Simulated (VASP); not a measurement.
# SiC (P6_3mc) in VASP: a series of runs

SiC is run at these levels: PBEsol; tasks: single point, relaxation of cell and atoms.

All numbers are computed with VASP 6.6.1; they aren't measurements. Logs are shortened: lines on timing, memory, paths and dates and some standing lists are left out, and cuts for length are marked.

## (1) The cell of the first run

It takes space group P6_3mc (No. 186, hexagonal). Conventional cell: a = 3.079 Å, b = 3.079 Å, c = 15.107 Å, α = 90.00°, β = 90.00°, γ = 120.00°. Within 2.5 Å of Si (site symmetry 3m) lie 4 C at 1.88 to 1.89 Å. Within 2.5 Å of Si (site symmetry 3m) lie 4 C at 1.89 Å. Si (site symmetry 3m) has 4 C at 1.88 to 1.89 Å within 2.5 Å. Within 2.5 Å of C (site symmetry 3m) lie 4 Si at 1.88 to 1.89 Å. Within 2.5 Å of C (site symmetry 3m) lie 4 Si at 1.89 Å. C (site symmetry 3m) has 4 Si at 1.88 to 1.89 Å within 2.5 Å.

## (2) Single point, PBEsol

The input, INCAR:

```
ALGO = Normal
EDIFF = 1E-6
ENCUT = 520
GGA = PS
ISIF = 2
ISMEAR = 0
LASPH = True
LCHARG = False
LREAL = False
LWAVE = False
NBANDS = 36
NELM = 60
PREC = Accurate
SIGMA = 0.02
```

The input, KPOINTS:

```
k-points
0
Gamma
  12 12 2
```

The input, POSCAR:

```
SiC
1.0
    1.5394530642     -2.6664344182      0.0000000000
    1.5394530642      2.6664344182      0.0000000000
    0.0000000000      0.0000000000     15.1073134180
Si C
6 6
Direct
    0.1666654128      0.8333345872      0.8577041891
    0.8333345872      0.1666654128      0.3577041891
    0.5000003644      0.4999996356      0.5244904903
    0.4999996356      0.5000003644      0.0244904903
    0.8333312964      0.1666687036      0.6912095192
    0.1666687036      0.8333312964      0.1912095192
    0.4999990639      0.5000009361      0.6498371234
    0.5000009361      0.4999990639      0.1498371234
    0.1666669308      0.8333330692      0.9826963098
    0.8333330692      0.1666669308      0.4826963098
    0.8333327910      0.1666672090      0.8162023681
    0.1666672090      0.8333327910      0.3162023681
```

Potentials or basis: VASP PAW PBE potentials, release 64 (Si, C).

On the command line:

```
> cat potpaw_PBE.64/Si/POTCAR potpaw_PBE.64/C/POTCAR > POTCAR
> mpirun -np 1 vasp_std > vasp.out
```

OUTCAR:

```text
EDIFF = 1E-6
   ENCUT = 520
   GGA = PS
   ISIF = 2
   ISMEAR = 0
   LASPH = True
   LREAL = False
   NELM = 60
   PREC = Accurate

 ion  position               nearest neighbor table
   1  0.167  0.833  0.858-  11 1.88  11 1.88  11 1.88   9 1.89   5 3.08   5 3.08   5 3.08   4 3.08
                             4 3.08   4 3.08
   2  0.833  0.167  0.358-  12 1.88  12 1.88  12 1.88  10 1.89   6 3.08   6 3.08   6 3.08   3 3.08
                             3 3.08   3 3.08
   3  0.500  0.500  0.524-  10 1.89  10 1.89  10 1.89   7 1.89   5 3.08   5 3.08   5 3.08   2 3.08
                             2 3.08   2 3.08
   4  0.500  0.500  0.024-   9 1.89   9 1.89   9 1.89   8 1.89   6 3.08   6 3.08   6 3.08   1 3.08
                             1 3.08   1 3.08
   5  0.833  0.167  0.691-   7 1.88   7 1.88   7 1.88  11 1.89   1 3.08   1 3.08   1 3.08   3 3.08
                             3 3.08   3 3.08
   6  0.167  0.833  0.191-   8 1.88   8 1.88   8 1.88  12 1.89   2 3.08   2 3.08   2 3.08   4 3.08
                             4 3.08   4 3.08
   7  0.500  0.500  0.650-   5 1.88   5 1.88   5 1.88   3 1.89
   8  0.500  0.500  0.150-   6 1.88   6 1.88   6 1.88   4 1.89
   9  0.167  0.833  0.983-   4 1.89   4 1.89   4 1.89   1 1.89
  10  0.833  0.167  0.483-   3 1.89   3 1.89   3 1.89   2 1.89
  11  0.833  0.167  0.816-   1 1.88   1 1.88   1 1.88   5 1.89
  12  0.167  0.833  0.316-   2 1.88   2 1.88   2 1.88   6 1.89

  LATTYP: Found a hexagonal cell.
 ALAT       =     3.0789264758
 C/A-ratio  =     4.9066820974

  Lattice vectors:

 A1 = (   1.5394530642,  -2.6664344182,   0.0000000000)
 A2 = (   1.5394530642,   2.6664344182,   0.0000000000)
 A3 = (   0.0000000000,   0.0000000000,  15.1073134180)

Analysis of symmetry for initial positions (statically):
=====================================================================
 Subroutine PRICEL returns:
 Original cell was already a primitive cell.

 Routine SETGRP: Setting up the symmetry group for a
 hexagonal supercell.

 Subroutine GETGRP returns: Found 12 space group operations
 (whereof  2 operations were pure point group operations)
 out of a pool of 24 trial point group operations.

The static configuration has the point symmetry C_1h.
 The point group associated with its full space group is C_6v.

Analysis of symmetry for dynamics (positions and initial velocities):
=====================================================================
 Subroutine PRICEL returns:
 Original cell was already a primitive cell.

 Routine SETGRP: Setting up the symmetry group for a
 hexagonal supercell.

 Subroutine GETGRP returns: Found 12 space group operations
 (whereof  2 operations were pure point group operations)
 out of a pool of 24 trial point group operations.

The dynamic configuration has the point symmetry C_1h.
 The point group associated with its full space group is C_6v.

 Subroutine INISYM returns: Found 12 space group operations
 (whereof  2 operations are pure point group operations),
 and found     1 'primitive' translations

----------------------------------------------------------------------------------------

                                     Primitive cell

  volume of cell :     124.0265

  direct lattice vectors                    reciprocal lattice vectors
     1.539453064 -2.666434418  0.000000000     0.324790675 -0.187516331  0.000000000
     1.539453064  2.666434418  0.000000000     0.324790675  0.187516331  0.000000000
     0.000000000  0.000000000 15.107313418     0.000000000  0.000000000  0.066193106

  length of vectors
     3.078926476  3.078926476 15.107313418     0.375035141  0.375035141  0.066193106

  position of ions in fractional coordinates (direct lattice)
     0.166665413  0.833334587  0.857704189
     0.833334587  0.166665413  0.357704189
     0.500000364  0.499999636  0.524490490
     0.499999636  0.500000364  0.024490490
     0.833331296  0.166668704  0.691209519
     0.166668704  0.833331296  0.191209519
     0.499999064  0.500000936  0.649837123
     0.500000936  0.499999064  0.149837123
     0.166666931  0.833333069  0.982696310
     0.833333069  0.166666931  0.482696310
     0.833332791  0.166667209  0.816202368
     0.166667209  0.833332791  0.316202368

  ion indices of the primitive-cell ions
   primitive index   ion index
                 1           1
                 2           2
                 3           3
                 4           4
                 5           5
                 6           6
                 7           7
                 8           8
                 9           9
                10          10
                11          11
                12          12

----------------------------------------------------------------------------------------

 KPOINTS: k-points

Automatic generation of k-mesh.
 Grid dimensions read from file:
 generate k-points for:   12   12    2

 Generating k-lattice:

  Cartesian coordinates                     Fractional coordinates (reciprocal lattice)
     0.027065890 -0.015626361  0.000000000     0.083333333  0.000000000  0.000000000
     0.027065890  0.015626361  0.000000000     0.000000000  0.083333333  0.000000000
     0.000000000  0.000000000  0.033096553     0.000000000  0.000000000  0.500000000

  Length of vectors
     0.031252928  0.031252928  0.033096553

  Shift w.r.t. Gamma in fractional coordinates (k-lattice)
     0.000000000  0.000000000  0.000000000

 Subroutine IBZKPT returns following result:
 ===========================================

 Found     38 irreducible k-points:

 Following reciprocal coordinates:
            Coordinates               Weight
  0.000000  0.000000  0.000000      1.000000
  0.083333  0.000000  0.000000      6.000000
  0.166667  0.000000  0.000000      6.000000
  0.250000  0.000000  0.000000      6.000000
  0.333333 -0.000000  0.000000      6.000000
  0.416667 -0.000000  0.000000      6.000000
[... 16 lines left out ...]
  0.250000  0.000000  0.500000      6.000000
  0.333333 -0.000000  0.500000      6.000000
 [... further k-points ...]
   k-points           NKPTS =     38   k-points in BZ     NKDIM =     38   number of bands    NBANDS=     36
   number of dos      NEDOS =    301   number of ions     NIONS =     12
   total plane-waves  NPLWV =  64512
   dimension x,y,z NGX =    24 NGY =   24 NGZ =  112
   dimension x,y,z NGXF=    48 NGYF=   48 NGZF=  224
   ions per type =               6   6
   NGX,Y,Z   is equivalent  to a cutoff of  12.96, 12.96, 12.32 a.u.
   NGXF,Y,Z  is equivalent  to a cutoff of  25.92, 25.92, 24.65 a.u.
 SYSTEM =  unknown system
   PREC   = accura    normal or accurate (medium, high low for compatibility)
   ISTART =      0    job   : 0-new  1-cont  2-samecut
   ICHARG =      2    charge: 1-file 2-atom 10-const
   ISPIN  =      1    spin polarized calculation?
   LNONCOLLINEAR =      F non collinear calculations
   LSORBIT =      F    spin-orbit coupling
   LASPH  =      T    aspherical Exc in radial PAW
   ENCUT  =  520.0 eV  38.22 Ry    6.18 a.u.   5.72  5.72 28.09*2*pi/ulx,y,z
   NELM   =     60;   NELMIN=  2; NELMDL= -5     # of ELM steps
   EDIFF  = 0.1E-05   stopping-criterion for ELM
   LREAL  =      F    real-space projection
   EDIFFG = 0.1E-04   stopping-criterion for IOM
   NSW    =      0    number of steps for IOM
   IBRION =     -1    ionic relax: 0-MD 1-quasi-New 2-CG
   NFREE  =      0    steps in history (QN), initial steepest desc. (CG)
   ISIF   =      2    stress and relaxation
   ISYM   =      2    0-nonsym 1-usesym 2-fastsym
   POTIM  = 0.5000    time-step for ionic-motion
   TEBEG  =    0.0;   TEEND  =   0.0 temperature during run
   PSTRESS=    0.0 pullay stress
   NELECT =      48.0000    total number of electrons
   NUPDOWN=      -1.0000    fix difference up-down
   EMIN   =  10.00;   EMAX   =-10.00  energy-range for DOS
   EFERMI =   0.00;   METHOD = LEGACY
   ISMEAR =     0;   SIGMA  =   0.02  broadening in eV -4-tet -1-fermi 0-gaus
   EFERMI_NEDOS =   21; number of points for ismear=-14 and -15
   IALGO  =     38    algorithm
   IMIX   =      4    mixing-type and parameters
     AMIX     =   0.40;   BMIX     =  1.00
     AMIX_MAG =   1.60;   BMIX_MAG =  1.00
  volume/ion in A,a.u.               =      10.34        69.75
  Fermi-wavevector in a.u.,A,eV,Ry     =   1.193027  2.254495 19.365364  1.423314
  Thomas-Fermi vector in A             =   2.329051
   LORBIT       =      0    0 simple, 1 ext, 2 COOP (PROOUT), +10 PAW based schemes
   GGA     = PS    functional components
   LHFCALC =     F    Hartree Fock is set to
   AEXX    =    0.0000 exact exchange contribution
   IVDW    =     0    specifies the selected vdW correction
   LEPSILON=     F    determine dielectric tensor
   LRPA    =     F    only Hartree local field effects (RPA)
 non-spin polarized calculation
 Gauss-broadening in eV      SIGMA  =   0.02
  energy-cutoff  :      520.00
  volume of cell :      124.03
 maximum number of plane-waves:      3358
 NGX is ok and might be reduce to    24
   NGX = 11   NGY = 11   NGZ = 57

 number of electron      47.9999994 magnetization

 Free energy of the ion-electron system (eV)
  ---------------------------------------------------
  ext. energy  EPLUGINS =         0.00000000
  ---------------------------------------------------
  free energy    TOTEN  =       -95.50503146 eV

  energy without entropy =      -95.50503146  energy(sigma->0) =      -95.50503146

 E-fermi :   8.2580     XC(G=0): -11.5075

 val. band max:        8.1133206892   @ k =   0.0000   0.0000   0.0000
 cond. band min:      10.0249786188   @ k =   0.5000   0.0000   0.0000
 fundamental gap:      1.9116579296
 Fermi energy:         8.2580045077

 k-point     1 :       0.0000    0.0000    0.0000
  band No.  band energies     occupation
      1      -7.3716      2.00000
      2      -6.8472      2.00000
      3      -6.8118      2.00000
      4      -5.3059      2.00000
      5      -5.2779      2.00000
      6      -3.7637      2.00000
[... 925 lines left out ...]
     35      15.9459      0.00000
     36      15.9498      0.00000

 [... further k-points ...]

------------------------ aborting loop because EDIFF is reached ----------------------------------------

  FORCE on cell =-STRESS in cart. coord.  units (eV):
  Direction    XX          YY          ZZ          XY          YZ          ZX
  --------------------------------------------------------------------------------------
  -------------------------------------------------------------------------------------
  Total        0.2650616      0.2650663      0.2575247     -0.0000000      0.0000000      0.0000000
  in kB        3.4240719      3.4241323      3.3267091     -0.0000000      0.0000000      0.0000000
  external PRESSURE =       3.3916378 kB  Pullay stress =       0.0000000 kB

 VOLUME and BASIS-vectors are now :
 -----------------------------------------------------------------------------
  energy-cutoff  :      520.00
  volume of cell :      124.03
      direct lattice vectors                 reciprocal lattice vectors
     1.539453064 -2.666434418  0.000000000     0.324790675 -0.187516331  0.000000000
     1.539453064  2.666434418  0.000000000     0.324790675  0.187516331  0.000000000
     0.000000000  0.000000000 15.107313418     0.000000000  0.000000000  0.066193106

 POSITION                                       TOTAL-FORCE (eV/Angst)
 -----------------------------------------------------------------------------------
      1.53945      1.77763     12.95761        -0.000000     -0.000000     -0.000122
      1.53945     -1.77763      5.40395         0.000000     -0.000000     -0.000122
      1.53945     -0.00000      7.92364        -0.000000     -0.000000     -0.001159
      1.53945      0.00000      0.36999        -0.000000     -0.000000     -0.001159
      1.53945     -1.77761     10.44232        -0.000000     -0.000000      0.001042
      1.53945      1.77761      2.88866        -0.000000     -0.000000      0.001042
      1.53945      0.00000      9.81729        -0.000000      0.000000     -0.000461
      1.53945     -0.00000      2.26364        -0.000000      0.000000     -0.000461
      1.53945      1.77762     14.84590         0.000000     -0.000000      0.000067
      1.53945     -1.77762      7.29224         0.000000     -0.000000      0.000067
      1.53945     -1.77762     12.33062        -0.000000     -0.000000      0.000634
      1.53945      1.77762      4.77697         0.000000      0.000000      0.000634
 -----------------------------------------------------------------------------------
    total drift:                               -0.000000      0.012600     -0.000340

  FREE ENERGIE OF THE ION-ELECTRON SYSTEM (eV)
  ---------------------------------------------------
  free  energy   TOTEN  =       -95.5050314588 eV

  energy  without entropy=      -95.5050314588  energy(sigma->0) =      -95.50503146
```

Run time: 2.8 min. Hardware: 1 thread of AMD EPYC 7R43 (Zen 3), shared host; peak memory 0.26 GiB.

What came out:

| Item | Value |
| --- | --- |
| Free energy | -95.5050 eV |
| Pressure | 0.3 GPa |
| Band gap on the k mesh | 1.91 eV (least direct gap 3.02 eV) |

Caveat: the PAW data sets were made with another functional, which shifts forces and pressure a little.

## (3) Relaxation of cell and atoms, PBEsol

This run uses another cell than the first one, of 10.50 Å³/atom.

The input, INCAR:

```
SYSTEM = SiC
ALGO     = Normal         ! electronic algorithm
EDIFF    = 1E-7           ! SCF threshold, eV
EDIFFG   = -0.005         ! ionic threshold
ENCUT    = 600            ! plane-wave cutoff, eV
GGA      = PS             ! functional
IBRION   = 2              ! ionic algorithm
ISIF     = 3              ! what is computed and relaxed
ISMEAR   = 0              ! smearing method
LASPH    = .True.         ! aspherical terms in the spheres
LCHARG   = .False.        ! write CHGCAR
LREAL    = .False.        ! projectors in reciprocal space
LWAVE    = .False.        ! write WAVECAR
NELM     = 60             ! most SCF steps
NSW      = 70             ! ionic steps
PREC     = Accurate       ! precision mode
SIGMA    = 0.02           ! smearing width, eV
```

The input, KPOINTS:

```
k-points
0
Gamma
  12 12 2
  0 0 0
```

The input, POSCAR:

```
SiC
1.0
    1.5474176122     -2.6802318485      0.0000000000
    1.5474176122      2.6802318485      0.0000000000
    0.0000000000      0.0000000000     15.1864630333
Si C
6 6
Direct
    0.1666626012      0.8333373988      0.8577086565
    0.8333373988      0.1666626012      0.3577086565
    0.5000001085      0.4999998915      0.5244818337
    0.4999998915      0.5000001085      0.0244818337
    0.8333309414      0.1666690586      0.6912147305
    0.1666690586      0.8333309414      0.1912147305
    0.5000013168      0.4999986832      0.6498371864
    0.4999986832      0.5000013168      0.1498371864
    0.1666670427      0.8333329573      0.9826927787
    0.8333329573      0.1666670427      0.4826927787
    0.8333306240      0.1666693760      0.8162048141
    0.1666693760      0.8333306240      0.3162048141
```

Potentials or basis: VASP PAW PBE potentials, release 64 (Si, C).

On the command line:

```
> cat potpaw_PBE.64/Si/POTCAR potpaw_PBE.64/C/POTCAR > POTCAR
> mpirun -np 1 vasp_std > vasp.out
```

Run time: 27 min. Hardware: 1 thread of Oxide Virtual Turin-like, shared host; peak memory 0.47 GiB.

The run converged. Its results:

| Quantity | Value |
| --- | --- |
| Free energy | -95.5139 eV |
| Relaxed volume | 10.34 Å³/atom |
| Relaxed cell | a = 3.080 Å, b = 3.080 Å, c = 15.112 Å, α = 90.00°, β = 90.00°, γ = 120.00° |
| Space group after relaxing (to 0.1 Å) | P6_3mc (No. 186) |
| Energy gained by relaxing | 1.5 meV/atom |
| Ionic steps | 3 |
| Pressure after relaxing | 0.0 GPa |
| Largest force after relaxing | 0.004 eV/Å |
| Band gap on the k mesh | 1.91 eV (least direct gap 3.02 eV) |

Forces in eV/Å, atoms in the order of the input:
```
Si   0.000  0.000 -0.001
Si   0.000  0.000 -0.001
Si   0.000  0.000  0.004
Si   0.000  0.000  0.004
Si   0.000  0.000 -0.001
Si   0.000  0.000 -0.001
C    0.000  0.000 -0.002
C    0.000  0.000 -0.002
C    0.000  0.000  0.000
C    0.000  0.000  0.000
C    0.000  0.000  0.001
C    0.000  0.000  0.001
```

Step by step:
```tsv
step	energy change (eV)	largest force (eV/Å)	pressure (GPa)	volume (Å³)
1	0.0000	0.0011	-3.15	125.97
2	0.0021	0.0093	3.50	122.24
3	-0.0183	0.0039	0.00	124.14
```

Final structure:
```cif
data_structure
_symmetry_space_group_name_H-M 'P 1'
_symmetry_Int_Tables_number 1
_cell_length_a 3.0798
_cell_length_b 3.0798
_cell_length_c 15.1123
_cell_angle_alpha 90.000
_cell_angle_beta 90.000
_cell_angle_gamma 120.000
_cell_volume 124.14
loop_
_atom_site_label
_atom_site_type_symbol
_atom_site_fract_x
_atom_site_fract_y
_atom_site_fract_z
_atom_site_occupancy
Si1 Si 0.16666 0.83334 0.85771 1
Si2 Si 0.83334 0.16666 0.35771 1
Si3 Si 0.50000 0.50000 0.52448 1
Si4 Si 0.50000 0.50000 0.02448 1
Si5 Si 0.83333 0.16667 0.69122 1
Si6 Si 0.16667 0.83333 0.19122 1
C1 C 0.50000 0.50000 0.64984 1
C2 C 0.50000 0.50000 0.14984 1
C3 C 0.16667 0.83333 0.98269 1
C4 C 0.83333 0.16667 0.48269 1
C5 C 0.83333 0.16667 0.81621 1
C6 C 0.16667 0.83333 0.31621 1
```

Levels at points of the mesh, in eV from the valence-band top:
| k point | band 22 | band 23 | band 24 | band 25 | band 26 | band 27 |
| --- | --- | --- | --- | --- | --- | --- |
| (0.00, 0.00, 0.00) | -0.04 | 0.00 | 0.00 | 5.12 | 5.29 | 5.70 |
| (0.50, 0.00, 0.00) | -1.79 | -1.68 | -1.10 | 1.91 | 2.10 | 3.10 |
| (0.50, 0.50, 0.00) | -1.79 | -1.68 | -1.10 | 1.91 | 2.10 | 3.10 |
| (0.00, 0.00, 0.50) | -0.10 | -0.10 | -0.10 | 5.19 | 5.19 | 5.93 |
| (0.50, 0.00, 0.50) | -1.73 | -1.31 | -1.31 | 1.95 | 1.95 | 3.32 |
| (0.50, 0.50, 0.50) | -1.73 | -1.31 | -1.31 | 1.95 | 1.95 | 3.32 |

Caveat: the PAW data sets were made with another functional, which shifts forces and pressure a little. A k mesh can miss the band edges.
